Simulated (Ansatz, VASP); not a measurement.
**InAs: VASP beside Ansatz**

```xyz
2
Lattice="0.0000 2.8743 2.8743 2.8743 0.0000 2.8743 2.8743 2.8743 0.0000" Properties=species:S:1:pos:R:3 pbc="T T T"
In    0.0000    0.0000    0.0000
As    2.8743    2.8743    2.8743
```

Alike in both runs: task electric field gradients; functional PBEsol; k mesh 10 × 10 × 10; occupations fermi-dirac, width 0.05 eV; no spin polarisation.

|  | VASP | Ansatz |
| --- | --- | --- |
| version | VASP 6.6.1 | Ansatz 0.2.0 |
| potentials or method | VASP PAW PBE potentials, release 64 (In_d, As) | PAW with Ansatz's default frozen-core files, scalar-relativistic |
| plane-wave cutoff (eV) | 520 | 420 |
| valence electrons in the cell | 18 | 28 |

```tsv
	VASP	Ansatz	Ansatz less VASP
pressure (GPa)	-3.2	-3.3	-0.09
```

VASP's potentials were made for PBE, not for PBEsol. The functional is the same, so the differences come from potentials, cutoffs and numerics. VASP's potentials hold 18 valence electrons a cell and Ansatz's 28, so a difference there can come from the potentials and not from the codes.
